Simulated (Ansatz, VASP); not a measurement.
**K: VASP beside Ansatz**

```
K
1.0
    -2.52419    2.52419    2.52419
     2.52419   -2.52419    2.52419
     2.52419    2.52419   -2.52419
K
1
Direct
  0.00000 0.00000 0.00000
```

Alike in both runs: functional LDA; k mesh 12 × 12 × 12; occupations fermi-dirac, width 0.08 eV; no spin polarisation.

Ansatz relaxed the structure, and its values are those at the end. VASP's run is a single point on that final structure, the one shown.

|  | VASP | Ansatz |
| --- | --- | --- |
| version | VASP 6.6.1 | Ansatz 0.2.0 |
| potentials or method | VASP PAW LDA potentials, release 64 (K_sv) | PAW with Ansatz's default frozen-core files, scalar-relativistic |
| plane-wave cutoff (eV) | 520 | 420 |
| valence electrons in the cell | 9 | 9 |

```tsv
	VASP	Ansatz	Ansatz less VASP
pressure (GPa)	0.0	0.0	+0.02
```

LDA's correlation is that of Perdew and Zunger in VASP and of Perdew and Wang (1992) in Ansatz.
